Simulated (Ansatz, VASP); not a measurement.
# One calculation of SnO2, two programs

Contents of INCAR:

```
SYSTEM = SnO2
ALGO = Normal ; EDIFF = 1E-7
ENCUT = 520 ; GGA = CA
ISIF = 2 ; ISMEAR = 0
LASPH = .True. ; LCHARG = .True.
LELF = .True. ; LREAL = .False.
LVHAR = .True. ; LWAVE = .False.
NBANDS = 35 ; NELM = 60
PREC = Accurate ; SIGMA = 0.05
```

KPOINTS

```
k-points
0
Gamma
  6 6 8
  0 0 0
```

The input POSCAR:

```
SnO2
1.0
    4.7201335214      0.0000000000      0.0000000000
    0.0000000000      4.7206343117      0.0000000000
    0.0000000000      0.0000000000      3.1888226872
Sn O
2 4
Direct
    0.5000000000      0.5000000000      0.5000000000
    0.0000000000      0.0000000000      0.0000000000
    0.3059920358      0.3580673078      0.0000000000
    0.8059920358      0.1419326922      0.5000000000
    0.1940079642      0.8580673078      0.5000000000
    0.6940079642      0.6419326922      0.0000000000
```

Input for Ansatz:

```yaml
crystal:
  lattice:
    - [4.7201335214, 0.0, 0.0]
    - [0.0, 4.7206343117, 0.0]
    - [0.0, 0.0, 3.1888226872]
  atoms:
    - { symbol: Sn, position: [0.5, 0.5, 0.5] }
    - { symbol: Sn, position: [0.0, 0.0, 0.0] }
    - { symbol: O, position: [0.3059920358, 0.3580673078, 0.0] }
    - { symbol: O, position: [0.8059920358, 0.1419326922, 0.5] }
    - { symbol: O, position: [0.1940079642, 0.8580673078, 0.5] }
    - { symbol: O, position: [0.6940079642, 0.6419326922, 0.0] }
basis:
  ecutwfc: 520.0
kpoints:
  mp_grid: { grid: [6, 6, 8] }
hamiltonian:
  xc: lda
  pseudopotentials: { kind: paw, azcp: { folder: soft_1 } }
scf:
  occupations: { method: gaussian, width: 0.05 }
output:
  forces: true
  stress: true
  eigenvalues: true
```

Alike in both runs: task single point; functional LDA; k mesh 6 × 6 × 8; occupations gaussian, width 0.05 eV; no spin polarisation.

```csv
,VASP,Ansatz
version,VASP 6.6.1,Ansatz 0.2.0
potentials or method,"VASP PAW LDA potentials, release 64 (Sn_d, O), cutoff 520 eV","scalar-relativistic, plane waves, PAW"
valence electrons in the cell,52,52
```

Ansatz gave:

* gap on the k mesh at the Fermi level (eV): 1.61
* least direct gap on the mesh (eV): 1.61
* pressure (GPa): 11.8
* traceless stress, the component that is largest in VASP (GPa): -9.31
* rms of the force components (eV/Å): 2.071

Task: Which values does VASP return?

Result: gap on the k mesh at the Fermi level (eV): 1.63; least direct gap on the mesh (eV): 1.63; pressure (GPa): 13.4; traceless stress, the component that is largest in VASP (GPa): -10.18; rms of the force components (eV/Å): 2.127.

Ansatz warns that its potentials were made for another functional, while VASP's fit it. LDA's correlation is that of Perdew and Zunger in VASP and of Perdew and Wang (1992) in Ansatz. Atom by atom the forces differ by 0.057 eV/Å (rms over components).
